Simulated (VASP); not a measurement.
Set up this calculation in VASP 6.6.1, as the native input.

```yaml
Task: single point
Functional: LDA
Potentials_or_basis: VASP PAW LDA potentials, release 64 (Mo_sv, S)
Cutoff: 520 eV
k_mesh: 15 × 15 × 3
Occupations: gaussian, width 0.02 eV
Spin: no spin polarisation
Dipole_correction: no
Further_INCAR_settings: ALGO = Normal; EDIFF = 1e-06; NBANDS = 20
```

The structure of MoS2 lies in POSCAR:

```
MoS2
1.0
    3.1519609934      0.0000000000      0.0000000000
   -1.5759804967      2.7296782920      0.0000000000
    0.0000000000      0.0000000000     17.1594910087
Mo S
1 2
Direct
    0.0000000000      0.0000000000      0.0000000000
    0.3333333333      0.6666666667      0.9105070200
    0.3333333333      0.6666666667      0.0894929800
```

These files were run (other wordings do the same):

INCAR

```
SYSTEM = MoS2
ALGO     = Normal         ! electronic algorithm
EDIFF    = 1E-6           ! SCF threshold, eV
ENCUT    = 520            ! plane-wave cutoff, eV
GGA      = CA             ! functional
ISIF     = 2              ! what is computed and relaxed
ISMEAR   = 0              ! smearing method
LASPH    = .TRUE.         ! aspherical terms in the spheres
LCHARG   = .FALSE.        ! write CHGCAR
LREAL    = .FALSE.        ! projectors in reciprocal space
LWAVE    = .FALSE.        ! write WAVECAR
NBANDS   = 20             ! bands
NELM     = 80             ! most SCF steps
PREC     = Accurate       ! precision mode
SIGMA    = 0.02           ! smearing width, eV
```

KPOINTS

```
k-points
0
G
  15 15 3
  0 0 0
```

Potentials or basis: VASP PAW LDA potentials, release 64 (Mo_sv, S).

Launch:

```sh
$ cat potpaw_LDA.64/Mo_sv/POTCAR potpaw_LDA.64/S/POTCAR > POTCAR
$ mpirun -np 1 vasp_std > vasp.out
```

It gave:

- Largest force: 0.136 eV/Å
- Band gap on the k mesh: 1.67 eV, indirect (least direct gap 1.73 eV)

Run time: 2.6 min on 1 thread of Intel(R) Xeon(R) Platinum 8488C (Sapphire Rapids), on a shared host, peak memory 0.3 GiB.
